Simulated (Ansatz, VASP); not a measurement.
**One calculation of Cd, two programs**

```
Cd
1.0
     0.00000    3.34012    3.34012
     3.34012    0.00000    3.34012
     3.34012    3.34012    0.00000
Cd
2
Direct
  0.00000 0.00000 0.00000
  0.25000 0.25000 0.25000
```

Alike in both runs: functional PBE; k mesh 9 × 9 × 9; occupations fermi-dirac, width 0.08 eV; no spin polarisation.

Ansatz relaxed the structure, and its values are those at the end. VASP's run is a single point on that final structure, the one shown.

|  | VASP | Ansatz |
| --- | --- | --- |
| version | VASP 6.6.1 | Ansatz 0.2.0 |
| potentials or method | VASP PAW PBE potentials, release 64 (Cd) | PAW with Ansatz's earlier generated frozen-core files (soft_1), scalar-relativistic |
| plane-wave cutoff (eV) | 520 | 420 |
| valence electrons in the cell | 24 | 40 |

Ansatz gave:

- pressure (GPa): 0.0

Q: What did VASP give for the same quantities?

A: Pressure (GPa): 0.1.

VASP's potentials hold 24 valence electrons a cell and Ansatz's 40, so a difference there can come from the potentials and not from the codes.
